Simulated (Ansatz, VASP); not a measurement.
## One calculation of Ca3Ge, two programs

File INCAR:

```
PREC = Accurate
ENCUT = 520
EDIFF = 1E-6
ISMEAR = 0
SIGMA = 0.1
LREAL = F
LASPH = T
NELM = 60
ALGO = Fast
ISIF = 2
LWAVE = F
LCHARG = F
GGA = PE
NBANDS = 30
```

The input KPOINTS:

```
regular mesh
0
Gamma
  4 4 4
```

Contents of POSCAR:

```
Ca3Ge
1.0
    4.6426012481      0.0000000000      0.0000000000
    0.0000000000      4.6426012481      0.0000000000
    0.0000000000      0.0000000000      4.6426012481
Ca Ge
3 1
Direct
    0.0000000000      0.5000000000      0.5000000000
    0.5000000000      0.0000000000      0.5000000000
    0.5000000000      0.5000000000      0.0000000000
    0.0000000000      0.0000000000      0.0000000000
```

Input for Ansatz:

```yaml
crystal:
  lattice:
    - [4.6426012481, 0.0, 0.0]
    - [0.0, 4.6426012481, 0.0]
    - [0.0, 0.0, 4.6426012481]
  atoms:
    - { symbol: Ca, position: [0.0, 0.5, 0.5] }
    - { symbol: Ca, position: [0.5, 0.0, 0.5] }
    - { symbol: Ca, position: [0.5, 0.5, 0.0] }
    - { symbol: Ge, position: [0.0, 0.0, 0.0] }
basis:
  ecutwfc: 420
kpoints:
  mp_grid: { grid: [4, 4, 4] }
hamiltonian:
  xc: pbe
scf:
  occupations: { method: gaussian, width: 0.1 }
  lower_state_search: "off"
output:
  forces: true
  stress: true
  eigenvalues: true
```

Alike in both runs: task single point; functional PBE; k mesh 4 × 4 × 4; occupations gaussian, width 0.1 eV; no spin polarisation.

```csv
,VASP,Ansatz
version,VASP 6.6.1,Ansatz 0.2.0
potentials or method,"VASP PAW PBE potentials, release 64 (Ca_sv, Ge_d), cutoff 520 eV","scalar-relativistic, plane waves, PAW"
valence electrons in the cell,44,44
```

Ansatz gave:

```
gap on the k mesh at the Fermi level (eV) : none
pressure (GPa)                            : 5.7
```

Q: Estimate VASP's values.

A: gap on the k mesh at the Fermi level (eV): none; pressure (GPa): 5.6.

A gap of «none» marks a metal or a gap that the smearing closes.
